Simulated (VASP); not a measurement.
# Ga in VASP: a series of runs

Ga is run at these levels: PBEsol; tasks: single point.

All numbers are computed with VASP 6.6.1; they aren't measurements. Logs are shortened: lines on timing, memory, paths and dates and some standing lists are left out, and cuts for length are marked.

### 1 The cell of the first run

Symmetry: C2/c, No. 15, monoclinic system. The conventional cell has a = 2.802 Å, b = 8.159 Å, c = 3.376 Å, α = 90.00°, β = 92.02°, γ = 90.00°. Ga (site symmetry 2) has 10 Ga at 2.72 to 3.38 Å within 3.6 Å.

### 2 Single point, PBEsol (19.28 Å³/atom)

INCAR reads:

```
  PREC = Accurate
  ENCUT = 520
  EDIFF = 1E-6
  ISMEAR = -1
  SIGMA = 0.05
  LREAL = False
  LASPH = True
  NELM = 100
  ALGO = Fast
  ISIF = 2
  LWAVE = False
  LCHARG = False
  GGA = PS
  NBANDS = 20
```

KPOINTS reads:

```
Automatic mesh
0
Gamma
  10 10 8
```

POSCAR reads:

```
Ga
1.0
    1.4011994555     -4.0794863395      0.0000000000
    1.4011994555      4.0794863395      0.0000000000
   -0.1189930338      0.0000000000      3.3737493278
Ga
2
Direct
    0.1310000000      0.8690000000      0.7500000000
    0.8690000000      0.1310000000      0.2500000000
```

Potentials or basis: VASP PAW PBE potentials, release 64 (Ga_d).

Started as:

```console
cat potpaw_PBE.64/Ga_d/POTCAR > POTCAR
mpirun -np 1 vasp_std > vasp.out
```

OUTCAR:

```text
PREC = Accurate
   ENCUT = 520
   EDIFF = 1E-6
   ISMEAR = -1
   LREAL = False
   LASPH = True
   NELM = 100
   ISIF = 2
   GGA = PS

 ion  position               nearest neighbor table
   1  0.131  0.869  0.750-   2 2.72   2 2.72   2 2.90   2 2.90
   2  0.869  0.131  0.250-   1 2.72   1 2.72   1 2.90   1 2.90

  LATTYP: Found a base centered monoclinic cell.
 ALAT       =     2.8023989110
 B/A-ratio  =     2.9114244396
 C/A-ratio  =     1.2046276211
 COS(beta)  =    -0.0352483478

  Lattice vectors:

 A1 = (   1.4011994555,  -4.0794863395,   0.0000000000)
 A2 = (   1.4011994555,   4.0794863395,   0.0000000000)
 A3 = (  -0.1189930338,   0.0000000000,   3.3737493278)

Analysis of symmetry for initial positions (statically):
=====================================================================
 Subroutine PRICEL returns:
 Original cell was already a primitive cell.

 Routine SETGRP: Setting up the symmetry group for a
 base centered monoclinic supercell.

 Subroutine GETGRP returns: Found  4 space group operations
 (whereof  2 operations were pure point group operations)
 out of a pool of  4 trial point group operations.

The static configuration has the point symmetry S_2 .
 The point group associated with its full space group is C_2h.

Analysis of symmetry for dynamics (positions and initial velocities):
=====================================================================
 Subroutine PRICEL returns:
 Original cell was already a primitive cell.

 Routine SETGRP: Setting up the symmetry group for a
 base centered monoclinic supercell.

 Subroutine GETGRP returns: Found  4 space group operations
 (whereof  2 operations were pure point group operations)
 out of a pool of  4 trial point group operations.

The dynamic configuration has the point symmetry S_2 .
 The point group associated with its full space group is C_2h.

 Subroutine INISYM returns: Found  4 space group operations
 (whereof  2 operations are pure point group operations),
 and found     1 'primitive' translations

----------------------------------------------------------------------------------------

                                     Primitive cell

  volume of cell :      38.5699

  direct lattice vectors                    reciprocal lattice vectors
     1.401199456 -4.079486339  0.000000000     0.356837136 -0.122564450  0.012585740
     1.401199456  4.079486339  0.000000000     0.356837136  0.122564450  0.012585740
    -0.118993034  0.000000000  3.373749328     0.000000000  0.000000000  0.296406135

  length of vectors
     4.313417289  4.313417289  3.375847134     0.377509187  0.377509187  0.296406135

  position of ions in fractional coordinates (direct lattice)
     0.131000000  0.869000000  0.750000000
     0.869000000  0.131000000  0.250000000

  ion indices of the primitive-cell ions
   primitive index   ion index
                 1           1
                 2           2

----------------------------------------------------------------------------------------

 KPOINTS: Automatic mesh

Automatic generation of k-mesh.
 Grid dimensions read from file:
 generate k-points for:   10   10    8

 Generating k-lattice:

  Cartesian coordinates                     Fractional coordinates (reciprocal lattice)
     0.035683714 -0.012256445  0.001258574     0.100000000  0.000000000  0.000000000
     0.035683714  0.012256445  0.001258574     0.000000000  0.100000000  0.000000000
     0.000000000  0.000000000  0.037050767     0.000000000  0.000000000  0.125000000

  Length of vectors
     0.037750919  0.037750919  0.037050767

  Shift w.r.t. Gamma in fractional coordinates (k-lattice)
     0.000000000  0.000000000  0.000000000

 Subroutine IBZKPT returns following result:
 ===========================================

 Found    227 irreducible k-points:

 Following reciprocal coordinates:
            Coordinates               Weight
  0.000000  0.000000  0.000000      1.000000
  0.100000 -0.000000  0.000000      4.000000
  0.200000 -0.000000  0.000000      4.000000
  0.300000  0.000000 -0.000000      4.000000
  0.400000  0.000000  0.000000      4.000000
  0.500000  0.000000 -0.000000      2.000000
[... 16 lines left out ...]
  0.300000  0.300000 -0.000000      2.000000
  0.400000  0.300000  0.000000      4.000000
 [... further k-points ...]
   k-points           NKPTS =    227   k-points in BZ     NKDIM =    227   number of bands    NBANDS=     20
   number of dos      NEDOS =    301   number of ions     NIONS =      2
   total plane-waves  NPLWV =  28672
   dimension x,y,z NGX =    32 NGY =   32 NGZ =   28
   dimension x,y,z NGXF=    64 NGYF=   64 NGZF=   56
   ions per type =               2
   NGX,Y,Z   is equivalent  to a cutoff of  12.33, 12.33, 13.79 a.u.
   NGXF,Y,Z  is equivalent  to a cutoff of  24.67, 24.67, 27.58 a.u.
 SYSTEM =  unknown system
   PREC   = accura    normal or accurate (medium, high low for compatibility)
   ISTART =      0    job   : 0-new  1-cont  2-samecut
   ICHARG =      2    charge: 1-file 2-atom 10-const
   ISPIN  =      1    spin polarized calculation?
   LNONCOLLINEAR =      F non collinear calculations
   LSORBIT =      F    spin-orbit coupling
   LASPH  =      T    aspherical Exc in radial PAW
   ENCUT  =  520.0 eV  38.22 Ry    6.18 a.u.   8.02  8.02  6.28*2*pi/ulx,y,z
   NELM   =    100;   NELMIN=  2; NELMDL= -5     # of ELM steps
   EDIFF  = 0.1E-05   stopping-criterion for ELM
   LREAL  =      F    real-space projection
   EDIFFG = 0.1E-04   stopping-criterion for IOM
   NSW    =      0    number of steps for IOM
   IBRION =     -1    ionic relax: 0-MD 1-quasi-New 2-CG
   NFREE  =      0    steps in history (QN), initial steepest desc. (CG)
   ISIF   =      2    stress and relaxation
   ISYM   =      2    0-nonsym 1-usesym 2-fastsym
   POTIM  = 0.5000    time-step for ionic-motion
   TEBEG  =    0.0;   TEEND  =   0.0 temperature during run
   PSTRESS=    0.0 pullay stress
   NELECT =      26.0000    total number of electrons
   NUPDOWN=      -1.0000    fix difference up-down
   EMIN   =  10.00;   EMAX   =-10.00  energy-range for DOS
   EFERMI =   0.00;   METHOD = LEGACY
   ISMEAR =    -1;   SIGMA  =   0.05  broadening in eV -4-tet -1-fermi 0-gaus
   EFERMI_NEDOS =   21; number of points for ismear=-14 and -15
   IALGO  =     68    algorithm
   IMIX   =      4    mixing-type and parameters
     AMIX     =   0.40;   BMIX     =  1.00
     AMIX_MAG =   1.60;   BMIX_MAG =  1.00
  volume/ion in A,a.u.               =      19.28       130.14
  Fermi-wavevector in a.u.,A,eV,Ry     =   1.435434  2.712577 28.034403  2.060470
  Thomas-Fermi vector in A             =   2.554733
   LORBIT       =      0    0 simple, 1 ext, 2 COOP (PROOUT), +10 PAW based schemes
   GGA     = PS    functional components
   LHFCALC =     F    Hartree Fock is set to
   AEXX    =    0.0000 exact exchange contribution
   IVDW    =     0    specifies the selected vdW correction
   LEPSILON=     F    determine dielectric tensor
   LRPA    =     F    only Hartree local field effects (RPA)
 non-spin polarized calculation
 RMM-DIIS sequential band-by-band and
  energy-cutoff  :      520.00
  volume of cell :       38.57
 maximum number of plane-waves:      1056
   NGX = 17   NGY = 17   NGZ = 13

 number of electron      26.0000011 magnetization

 Free energy of the ion-electron system (eV)
  ---------------------------------------------------
  ext. energy  EPLUGINS =         0.00000000
  ---------------------------------------------------
  free energy    TOTEN  =        -6.64802811 eV

  energy without entropy =       -6.64163900  energy(sigma->0) =       -6.64483356

 E-fermi :   5.1239     XC(G=0): -11.0017

 val. band max:        5.1106529254   @ k =   0.4000   0.3000   0.2500
 cond. band min:       5.1281376265   @ k =  -0.2000   0.0000   0.1250
 fundamental gap:      0.0174847011
 Fermi energy:         5.1238661598

 k-point     1 :       0.0000    0.0000    0.0000
  band No.  band energies     occupation
      1      -9.9055      2.00000
      2      -9.8937      2.00000
      3      -9.8635      2.00000
      4      -9.8378      2.00000
      5      -9.5902      2.00000
      6      -9.5889      2.00000
[... 12 lines left out ...]
     19      15.5259      0.00000
     20      17.9830      0.00000

 k-point     2 :       0.1000   -0.0000    0.0000
  band No.  band energies     occupation
      1      -9.8981      2.00000
      2      -9.8787      2.00000
      3      -9.8427      2.00000
      4      -9.8038      2.00000
      5      -9.6070      2.00000
      6      -9.6051      2.00000
[... 12 lines left out ...]
     19      15.9011      0.00000
     20      18.8121      0.00000

 k-point     3 :       0.2000   -0.0000    0.0000
  band No.  band energies     occupation
      1      -9.8794      2.00000
      2      -9.8472      2.00000
      3      -9.7901      2.00000
      4      -9.7214      2.00000
      5      -9.6512      2.00000
      6      -9.6416      2.00000
[... 12 lines left out ...]
     19      16.0803      0.00000
     20      19.8290      0.00000

 k-point     4 :       0.3000    0.0000   -0.0000
  band No.  band energies     occupation
      1      -9.8582      2.00000
      2      -9.8166      2.00000
      3      -9.7456      2.00000
      4      -9.7240      2.00000
      5      -9.7070      2.00000
      6      -9.6236      2.00000
[... 12 lines left out ...]
     19      16.2787      0.00000
     20      18.4265      0.00000

 k-point     5 :       0.4000    0.0000    0.0000
  band No.  band energies     occupation
      1      -9.8432      2.00000
      2      -9.8150      2.00000
      3      -9.7587      2.00000
      4      -9.7467      2.00000
      5      -9.7267      2.00000
      6      -9.6342      2.00000
[... 12 lines left out ...]
     19      15.4806      0.00000
     20      17.1358      0.00000

 k-point     6 :       0.5000    0.0000   -0.0000
  band No.  band energies     occupation
      1      -9.8373      2.00000
      2      -9.8265      2.00000
      3      -9.7768      2.00000
      4      -9.7387      2.00000
      5      -9.7335      2.00000
      6      -9.6350      2.00000
[... 12 lines left out ...]
     19      15.7363      0.00000
     20      16.3584      0.00000

 k-point     7 :       0.1000    0.1000    0.0000
  band No.  band energies     occupation
      1      -9.8880      2.00000
      2      -9.8534      2.00000
      3      -9.7772      2.00000
      4      -9.7335      2.00000
      5      -9.6377      2.00000
      6      -9.6297      2.00000
[... 12 lines left out ...]
     19      16.5458      0.00000
     20      19.0332      0.00000
[... 277 lines left out ...]
 k-point    20 :      -0.4000    0.2000    0.0000
  band No.  band energies     occupation
      1      -9.8383      2.00000
      2      -9.8192      2.00000
      3      -9.7904      2.00000
      4      -9.7020      2.00000
      5      -9.6799      2.00000
      6      -9.6561      2.00000
[... 12 lines left out ...]
     19      14.3530      0.00000
     20      19.1442      0.00000

 k-point    21 :      -0.3000    0.2000    0.0000
  band No.  band energies     occupation
      1      -9.9020      2.00000
      2      -9.8427      2.00000
      3      -9.8242      2.00000
      4      -9.7490      2.00000
      5      -9.6530      2.00000
      6      -9.6345      2.00000
[... 12 lines left out ...]
     19      15.5502      0.00000
     20      19.0716      0.00000

 k-point    22 :      -0.2000    0.2000    0.0000
  band No.  band energies     occupation
      1      -9.9212      2.00000
      2      -9.8660      2.00000
      3      -9.8483      2.00000
      4      -9.7902      2.00000
      5      -9.6298      2.00000
      6      -9.6115      2.00000
[... 12 lines left out ...]
     19      16.6834      0.00000
     20      17.0255      0.00000

 k-point    23 :       0.3000    0.3000   -0.0000
  band No.  band energies     occupation
      1      -9.8395      2.00000
      2      -9.8244      2.00000
      3      -9.7500      2.00000
      4      -9.7073      2.00000
      5      -9.6704      2.00000
      6      -9.6514      2.00000
[... 12 lines left out ...]
     19      14.5037      0.00000
     20      16.1847      0.00000

 k-point    24 :       0.4000    0.3000    0.0000
  band No.  band energies     occupation
      1      -9.8091      2.00000
      2      -9.8063      2.00000
      3      -9.7384      2.00000
      4      -9.7085      2.00000
      5      -9.6868      2.00000
      6      -9.6436      2.00000
[... 12 lines left out ...]
     19      14.5724      0.00000
     20      16.7394      0.00000

 [... further k-points ...]

------------------------ aborting loop because EDIFF is reached ----------------------------------------

  FORCE on cell =-STRESS in cart. coord.  units (eV):
  Direction    XX          YY          ZZ          XY          YZ          ZX
  --------------------------------------------------------------------------------------
  -------------------------------------------------------------------------------------
  Total       -0.7818740     -0.8578281     -1.0749044      0.0000000      0.0000000      0.0816629
  in kB      -32.4787363    -35.6338360    -44.6510991      0.0000000      0.0000000      3.3922454
  external PRESSURE =     -37.5878905 kB  Pullay stress =       0.0000000 kB

 VOLUME and BASIS-vectors are now :
 -----------------------------------------------------------------------------
  energy-cutoff  :      520.00
  volume of cell :       38.57
      direct lattice vectors                 reciprocal lattice vectors
     1.401199456 -4.079486339  0.000000000     0.356837136 -0.122564450  0.012585740
     1.401199456  4.079486339  0.000000000     0.356837136  0.122564450  0.012585740
    -0.118993034  0.000000000  3.373749328     0.000000000  0.000000000  0.296406135

 POSITION                                       TOTAL-FORCE (eV/Angst)
 -----------------------------------------------------------------------------------
      1.31195      3.01066      2.53031        -0.000000     -0.179887     -0.000000
      1.37145     -3.01066      0.84344         0.000000      0.179887      0.000000
 -----------------------------------------------------------------------------------
    total drift:                                0.000000      0.000000     -0.000000

  FREE ENERGIE OF THE ION-ELECTRON SYSTEM (eV)
  ---------------------------------------------------
  free  energy   TOTEN  =        -6.6480281086 eV

  energy  without entropy=       -6.6416390028  energy(sigma->0) =       -6.64483356
```

Wall time 2 min (1 thread of Intel Xeon Platinum 8259CL at 2.50GHz (Skylake/Cascade Lake), shared host); peak memory 0.27 GiB.

Results:

```yaml
Free_energy: -6.6480 eV
Pressure: -3.8 GPa
Largest_force: 0.180 eV/Å
Band_gap_on_the_k_mesh: zero (bands 13 and 14 overlap by 8.11 eV)
```

Forces on the atoms (eV/Å):
```
Ga   0.000 -0.180  0.000
Ga   0.000  0.180  0.000
```

Levels at points of the mesh, in eV from the Fermi level:
```tsv
k point	band 11	band 12	band 13	band 14	band 15	band 16
(0.00, 0.00, 0.00)	-10.93	-1.97	-1.73	1.62	5.37	9.41
(0.50, 0.00, 0.00)	-5.96	-4.85	-1.25	-0.07	5.60	6.36
(0.50, 0.50, 0.00)	-8.86	-8.38	3.91	4.47	5.60	5.83
(0.00, 0.00, 0.50)	-7.59	-7.59	1.69	1.69	2.35	2.35
(0.50, 0.00, 0.50)	-2.87	-2.83	-1.55	-1.49	1.73	2.26
(0.50, 0.50, 0.50)	-5.93	-5.93	-4.20	-4.20	10.52	10.52
```

Caveat: the cell stands under tension; the PAW data sets were made with another functional, which shifts forces and pressure a little.

[end of part 1 of 2]
